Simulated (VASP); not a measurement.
Write the native input for VASP 6.6.1 that does the following.

* Task: single point
* Functional: PBE
* Potentials or basis: VASP PAW PBE potentials, release 64 (B, N)
* Cutoff: 600 eV
* k mesh: 6 × 6 × 6
* Occupations: gaussian, width 0.05 eV
* Spin: no spin polarisation
* Dipole correction: no
* Further INCAR settings: ALGO = Normal; EDIFF = 1e-06; NBANDS = 26

The structure of BN lies in POSCAR:

```
BN
1.0
    3.5653008077     -0.0316413214     -0.0871982262
    0.0316413214     -3.7567740128     -0.0443163618
    0.0871982262     -0.0443163618     -3.4787401632
B N
4 4
Direct
    0.0585351483      0.0380839688     -0.0144365681
    0.4666366707      0.4636449702     -0.0065123333
    0.4858435408     -0.0453147365      0.5206598747
   -0.0717530587      0.5257783516      0.4934983884
    0.7851922168      0.7871408951      0.7665169083
    0.2380200940      0.2180781204      0.7232016904
    0.2724708429      0.7713487405      0.2462159326
    0.7650545450      0.2412396898      0.2708561070
```

This cell differs from its parent crystal: atoms moved at random and the cell strained at random.

The input as run:

INCAR

```
PREC     = Accurate       # precision mode
ENCUT    = 600            # plane-wave cutoff, eV
EDIFF    = 1E-6           # SCF threshold, eV
ISMEAR   = 0              # smearing method
SIGMA    = 0.05           # smearing width, eV
LREAL    = False          # projectors in reciprocal space
LASPH    = True           # aspherical terms in the spheres
NELM     = 120            # most SCF steps
ALGO     = Normal         # electronic algorithm
ISIF     = 2              # what is computed and relaxed
LWAVE    = False          # write WAVECAR
LCHARG   = False          # write CHGCAR
GGA      = PE             # functional
NBANDS   = 26             # bands
GGA_COMPAT= False
```

KPOINTS

```
regular mesh
0
Gamma
  6 6 6
```

Potentials or basis: VASP PAW PBE potentials, release 64 (B, N).

The run is started by

```sh
$ cat potpaw_PBE.64/B/POTCAR potpaw_PBE.64/N/POTCAR > POTCAR
$ mpirun -np 1 vasp_std > vasp.out
```

It gave:

The pressure is 29.1 GPa. The largest force is 12.340 eV/Å. The band gap on the k mesh is 1.79 eV.

Caveat: the cell differs from its parent crystal (atoms moved at random and the cell strained at random); the cell stands under pressure; forces of over 1 eV/Å act on the atoms, so gaps and moduli don't describe the material at rest.

Wall time 78 s on 1 thread of AMD EPYC 9R45 96-Core Processor (Zen 5) (shared host), peak memory 0.21 GiB.
